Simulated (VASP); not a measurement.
# Pd (I4/mmm) in VASP: further runs, part 2 of 2

VASP 6.6.1.

### 5 Single point, LDA (strain -0.080 along x and y, +0.000 along z)

File INCAR:

```
SYSTEM = Pd
PREC = Accurate ; ENCUT = 520
EDIFF = 1E-6 ; ISMEAR = 0
SIGMA = 0.15 ; LREAL = .False.
LASPH = .True. ; NELM = 100
ALGO = Fast ; ISIF = 2
LWAVE = .False. ; LCHARG = .False.
GGA = CA ; NBANDS = 11
```

File KPOINTS:

```
Automatic mesh
0
Gamma
  22 22 22
  0 0 0
```

File POSCAR:

```
Pd
1.0
   -1.4464985200      1.4464985200      1.5722810000
    1.4464985200     -1.4464985200      1.5722810000
    1.4464985200      1.4464985200     -1.5722810000
Pd
1
Direct
    0.0000000000      0.0000000000      0.0000000000
```

Potentials or basis: VASP PAW LDA potentials, release 64 (Pd).

Command:

```sh
$ cat potpaw_LDA.64/Pd/POTCAR > POTCAR
$ mpirun -np 1 vasp_std > vasp.out
```

OUTCAR:

```text
SYSTEM = Pd
   PREC = Accurate
   ENCUT = 520
   EDIFF = 1E-6
   ISMEAR = 0
   LREAL = .False.
   LASPH = .True.
   NELM = 100
   ISIF = 2
   GGA = CA

 ion  position               nearest neighbor table
   1  0.000  0.000  0.000-

  LATTYP: Found a body centered tetragonal cell.
 ALAT       =     2.8929970400
 C/A-ratio  =     1.0869565217

  Lattice vectors:

 A1 = (  -1.4464985200,   1.4464985200,   1.5722810000)
 A2 = (   1.4464985200,  -1.4464985200,   1.5722810000)
 A3 = (   1.4464985200,   1.4464985200,  -1.5722810000)

Analysis of symmetry for initial positions (statically):
=====================================================================
 Subroutine PRICEL returns:
 Original cell was already a primitive cell.

 Routine SETGRP: Setting up the symmetry group for a
 body centered tetragonal supercell.

 Subroutine GETGRP returns: Found 16 space group operations
 (whereof 16 operations were pure point group operations)
 out of a pool of 16 trial point group operations.

The static configuration has the point symmetry D_4h.

Analysis of symmetry for dynamics (positions and initial velocities):
=====================================================================
 Subroutine PRICEL returns:
 Original cell was already a primitive cell.

 Routine SETGRP: Setting up the symmetry group for a
 body centered tetragonal supercell.

 Subroutine GETGRP returns: Found 16 space group operations
 (whereof 16 operations were pure point group operations)
 out of a pool of 16 trial point group operations.

The dynamic configuration has the point symmetry D_4h.

 Subroutine INISYM returns: Found 16 space group operations
 (whereof 16 operations are pure point group operations),
 and found     1 'primitive' translations

----------------------------------------------------------------------------------------

                                     Primitive cell

[... 108 lines left out ...]
     AMIX_MAG =   1.60;   BMIX_MAG =  1.00
  volume/ion in A,a.u.               =      13.16        88.80
  Fermi-wavevector in a.u.,A,eV,Ry     =   1.493939  2.823135 30.366202  2.231853
  Thomas-Fermi vector in A             =   2.606275
   LORBIT       =      0    0 simple, 1 ext, 2 COOP (PROOUT), +10 PAW based schemes
   GGA     = CA    functional components
   LHFCALC =     F    Hartree Fock is set to
   AEXX    =    0.0000 exact exchange contribution
   IVDW    =     0    specifies the selected vdW correction
   LEPSILON=     F    determine dielectric tensor
   LRPA    =     F    only Hartree local field effects (RPA)
 non-spin polarized calculation
 RMM-DIIS sequential band-by-band and
 Gauss-broadening in eV      SIGMA  =   0.15
  energy-cutoff  :      520.00
  volume of cell :       13.16
 maximum number of plane-waves:       371
   NGX =  9   NGY =  9   NGZ =  9

 number of electron      10.0000000 magnetization

 Free energy of the ion-electron system (eV)
  ---------------------------------------------------
  ext. energy  EPLUGINS =         0.00000000
  ---------------------------------------------------
  free energy    TOTEN  =        -6.38015081 eV

  energy without entropy =       -6.36776397  energy(sigma->0) =       -6.37395739

 E-fermi :  11.6592     XC(G=0): -14.2216

 val. band max:       11.6582503744   @ k =  -0.3636   0.1364  -0.0000
 cond. band min:      11.6627075034   @ k =   0.2273   0.0909   0.0455
 fundamental gap:      0.0044571290
 Fermi energy:        11.6592196811

 k-point     1 :       0.0000    0.0000    0.0000
  band No.  band energies     occupation
      1       3.5246      2.00000
      2       7.9200      2.00000
      3       7.9200      2.00000
      4       8.5880      2.00000
      5      10.0508      2.00000
      6      10.8228      2.00000
      7      30.1240      0.00000
      8      31.7718      0.00000
      9      31.7718      0.00000
     10      37.1236      0.00000
     11      40.7709      0.00000
[... 309 lines left out ...]
 k-point    24 :      -0.4545    0.0455    0.0000
  band No.  band energies     occupation
      1       5.4481      2.00000
      2       6.9880      2.00000
      3       9.8356      2.00000
      4      10.8022      2.00000
      5      11.4754      1.91695
      6      12.7454      0.00000
      7      21.2608      0.00000
      8      27.5382      0.00000
      9      31.5370      0.00000
     10      37.6075      0.00000
     11      38.4797      0.00000

 [... further k-points ...]
[... 5 lines left out ...]
  --------------------------------------------------------------------------------------
  -------------------------------------------------------------------------------------
  Total        1.6989893      1.6989893      2.0409371      0.0000000     -0.0000000      0.0000000
  in kB      206.8593110    206.8593110    248.4929407      0.0000000     -0.0000000      0.0000000
  external PRESSURE =     220.7371876 kB  Pullay stress =       0.0000000 kB

 VOLUME and BASIS-vectors are now :
 -----------------------------------------------------------------------------
  energy-cutoff  :      520.00
  volume of cell :       13.16
      direct lattice vectors                 reciprocal lattice vectors
    -1.446498520  1.446498520  1.572281000     0.000000000  0.345662296  0.318009313
     1.446498520 -1.446498520  1.572281000     0.345662296  0.000000000  0.318009313
     1.446498520  1.446498520 -1.572281000     0.345662296  0.345662296  0.000000000

 POSITION                                       TOTAL-FORCE (eV/Angst)
 -----------------------------------------------------------------------------------
      0.00000      0.00000      0.00000        -0.000000      0.000000      0.000000
 -----------------------------------------------------------------------------------
    total drift:                                0.000000     -0.000000      0.000000

  FREE ENERGIE OF THE ION-ELECTRON SYSTEM (eV)
  ---------------------------------------------------
  free  energy   TOTEN  =        -6.3801508085 eV

  energy  without entropy=       -6.3677639696  energy(sigma->0) =       -6.37395739
```

Run time: 65 s. Hardware: 1 thread of Intel Xeon 6975P-C, shared host; peak memory 0.23 GiB.

What came out:

| Quantity | Value |
| --- | --- |
| Free energy | -6.3802 eV |
| Pressure | 22.1 GPa |
| Band gap on the k mesh | zero (band 5 reaches 12.51 eV, above the bottom of band 6 at 10.52 eV) |

Levels at points of the mesh, in eV from the Fermi level:
```csv
k point,band 3,band 4,band 5,band 6,band 7,band 8
"(0.00, 0.00, 0.00)",-3.74,-3.07,-1.61,-0.84,18.46,20.11
"(0.50, 0.00, 0.00)",-1.74,-0.71,0.69,0.95,8.68,15.64
"(0.50, 0.50, 0.00)",-0.70,-0.56,0.85,1.59,9.64,14.73
"(0.50, 0.50, 0.50)",0.17,0.37,0.37,7.82,10.52,10.52
```

Caveat: the cell differs from its parent crystal (strain -0.080 along x and y, +0.000 along z).

### 6 Single point, LDA (strain -0.080 along x and y, +0.080 along z)

File INCAR:

```
SYSTEM = Pd
  PREC = Accurate
  ENCUT = 520
  EDIFF = 1E-7
  ISMEAR = 0
  SIGMA = 0.15
  LREAL = .FALSE.
  LASPH = .TRUE.
  NELM = 80
  ALGO = Normal
  ISIF = 2
  LWAVE = .FALSE.
  LCHARG = .FALSE.
  GGA = CA
  NBANDS = 11
```

File KPOINTS:

```
regular mesh
0
G
  22 22 22
  0 0 0
```

File POSCAR:

```
Pd
1.0
   -1.4464985200      1.4464985200      1.6980634800
    1.4464985200     -1.4464985200      1.6980634800
    1.4464985200      1.4464985200     -1.6980634800
Pd
1
Direct
    0.0000000000      0.0000000000      0.0000000000
```

Potentials or basis: VASP PAW LDA potentials, release 64 (Pd).

Command:

```sh
$ cat potpaw_LDA.64/Pd/POTCAR > POTCAR
$ mpirun -np 1 vasp_std > vasp.out
```

It took 52 s on 1 thread of Intel Xeon 6975P-C, shared host; peak memory 0.23 GiB.

The run converged. Its results:

```yaml
Free_energy: -6.4699 eV
Pressure: 0.4 GPa
Band_gap_on_the_k_mesh: zero (band 5 reaches 10.94 eV, above the bottom of band 6 at 9.19 eV)
```

Stress tensor (GPa, compression positive):
```
-1.18  0.00  0.00
 0.00 -1.18  0.00
 0.00  0.00  3.48
```

Levels at points of the mesh, in eV from the Fermi level:
| k point | band 3 | band 4 | band 5 | band 6 | band 7 | band 8 |
| --- | --- | --- | --- | --- | --- | --- |
| (0.00, 0.00, 0.00) | -3.37 | -2.31 | -1.84 | -0.69 | 17.78 | 20.55 |
| (0.50, 0.00, 0.00) | -2.04 | -0.46 | 0.44 | 0.98 | 7.77 | 15.91 |
| (0.50, 0.50, 0.00) | -0.31 | -0.28 | 0.71 | 2.12 | 9.50 | 14.07 |
| (0.50, 0.50, 0.50) | 0.05 | 0.34 | 0.34 | 6.16 | 11.04 | 11.04 |

Caveat: the cell differs from its parent crystal (strain -0.080 along x and y, +0.080 along z).

### 7 Single point, LDA (strain +0.000 along x and y, -0.080 along z)

File INCAR:

```
SYSTEM = Pd
PREC = Accurate
ENCUT = 520
EDIFF = 1E-6
ISMEAR = 0
SIGMA = 0.15
LREAL = .False.
LASPH = .True.
NELM = 80
ALGO = Normal
ISIF = 2
LWAVE = .False.
LCHARG = .False.
NBANDS = 11
```

File KPOINTS:

```
regular mesh
0
Gamma
  22 22 22
  0 0 0
```

File POSCAR:

```
Pd
1.0
   -1.5722810000      1.5722810000      1.4464985200
    1.5722810000     -1.5722810000      1.4464985200
    1.5722810000      1.5722810000     -1.4464985200
Pd
1
Direct
    0.0000000000      0.0000000000      0.0000000000
```

Command:

```sh
$ cat potpaw_LDA.64/Pd/POTCAR > POTCAR
$ mpirun -np 1 vasp_std > vasp.out
```

Run time: 57 s. Hardware: 1 thread of Intel Xeon 6975P-C, shared host; peak memory 0.24 GiB.

Results (log left out):

* Free energy: -6.4479 eV
* Pressure: -0.4 GPa
* Band gap on the k mesh: zero (band 5 reaches 10.77 eV, above the bottom of band 6 at 9.01 eV)

Stress tensor (GPa, compression positive):
```
 0.07  0.00  0.00
 0.00  0.07  0.00
 0.00  0.00 -1.43
```

Levels at points of the mesh, in eV from the Fermi level:
```csv
k point,band 1,band 2,band 3,band 4,band 5,band 6,band 7,band 8,band 9,band 10
"(0.00, 0.00, 0.00)",-7.46,-3.54,-2.88,-2.88,-1.46,-0.67,18.84,18.84,20.63,25.78
"(0.50, 0.00, 0.00)",-5.62,-4.62,-1.09,-0.37,0.65,1.52,8.53,14.84,17.32,24.56
"(0.50, 0.50, 0.00)",-5.60,-3.91,-1.62,-0.95,0.57,0.89,7.58,15.91,19.52,25.34
"(0.50, 0.50, 0.50)",-5.57,-5.52,0.19,0.19,0.37,8.38,8.38,11.10,17.26,17.27
```

Caveat: the cell differs from its parent crystal (strain +0.000 along x and y, -0.080 along z).

### 8 Summary

| cell | gap on the mesh (eV) | pressure (GPa) |
| --- | --- | --- |
| a = 2.803 Å, angles 105.4, 105.4, 117.9°, 1 atom | none | -22.3 |
| a = 2.798 Å, angles 111.6, 111.6, 105.3°, 1 atom | none | -23.1 |
| a = 2.870 Å, angles 107.5, 107.5, 113.6°, 1 atom | none | -27.4 |
| a = 2.580 Å, angles 111.8, 111.8, 104.9°, 1 atom | none | 22.1 |
| a = 2.659 Å, angles 114.1, 114.1, 100.6°, 1 atom | none | 0.4 |
| a = 2.653 Å, angles 107.3, 107.3, 113.9°, 1 atom | none | -0.4 |

Alike in all rows: task single point; level LDA; potentials or basis VASP PAW LDA potentials, release 64 (Pd); no spin polarisation; k mesh 22 × 22 × 22; cutoff (eV) 520; smearing gaussian 0.15 eV.

Total energies depend on the potentials used, so only differences within one code and one set of settings carry meaning.
